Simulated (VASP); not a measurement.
Here is a VASP 6.6.1 calculation.

INCAR

```
SYSTEM = AlAs
PREC = Accurate
ENCUT = 500
EDIFF = 1E-7
ISMEAR = -1
SIGMA = 0.02
LREAL = .FALSE.
LASPH = .TRUE.
NELM = 120
ALGO = Normal
ISIF = 3
LWAVE = .FALSE.
LCHARG = .FALSE.
GGA = PE
IBRION = 2
NSW = 80
EDIFFG = -0.005
GGA_COMPAT = .FALSE.
NELMIN = 4
```

File KPOINTS:

```
regular mesh
0
G
  8 8 8
  0 0 0
```

File POSCAR:

```
AlAs
1.0
    0.0000000000      2.8304000000      2.8304000000
    2.8304000000      0.0000000000      2.8304000000
    2.8304000000      2.8304000000      0.0000000000
Al As
1 1
Direct
    0.0000000000      0.0000000000      0.0000000000
    0.2500000000      0.2500000000      0.2500000000
```

Potentials or basis: VASP PAW PBE potentials, release 64 (Al, As).

Command:

```console
$ cat potpaw_PBE.64/Al/POTCAR potpaw_PBE.64/As/POTCAR > POTCAR
$ mpirun -np 1 vasp_std > vasp.out
```

(1) Estimate the relaxed cell.

(2) Estimate the relaxed volume.

Results:

(1) a = 4.054 Å, b = 4.054 Å, c = 4.054 Å, α = 60.00°, β = 60.00°, γ = 60.00°.

(2) 23.55 Å³/atom.
